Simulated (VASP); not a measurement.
## SnSe2: vibrations by perturbation theory with PBE

The system is SnSe2.

```
Sn Se
1.0
     3.81100    0.00000    0.00000
    -1.90550    3.30042    0.00000
     0.00000    0.00000    6.13600
Sn Se
1 2
Direct
  0.00000 0.00000 0.00000
  0.33333 0.66667 0.24900
  0.66667 0.33333 0.75100
```

```json
{
 "Program": "VASP 6.6.1",
 "Task": "vibrations by perturbation theory",
 "Functional": "PBE",
 "Potentials or basis": "VASP PAW PBE potentials, release 64 (Sn_d, Se)",
 "Cutoff": "520 eV",
 "k mesh": "6 × 6 × 4",
 "Occupations": "methfessel-paxton, width 0.1 eV",
 "Spin": "no spin polarisation",
 "Dipole correction": "no",
 "Further INCAR settings": "ALGO = Normal; EDIFF = 1e-08; IBRION = 8; NSW = 1"
}
```

* Highest phonon frequency at Γ, LO-TO splitting left out: 258 cm⁻¹

Phonon frequencies in cm⁻¹ (negative: imaginary):
| q point | frequencies |
| --- | --- |
| (0.000, 0.000, 0.000) | 0 0 0 131 131 165 165 195 258 |

Run time: 14 min on 1 thread of Intel Xeon 8259CL, with other jobs on the host, peak memory 0.43 GiB.

Caveat: the cell stands under pressure or tension, which shifts response properties.
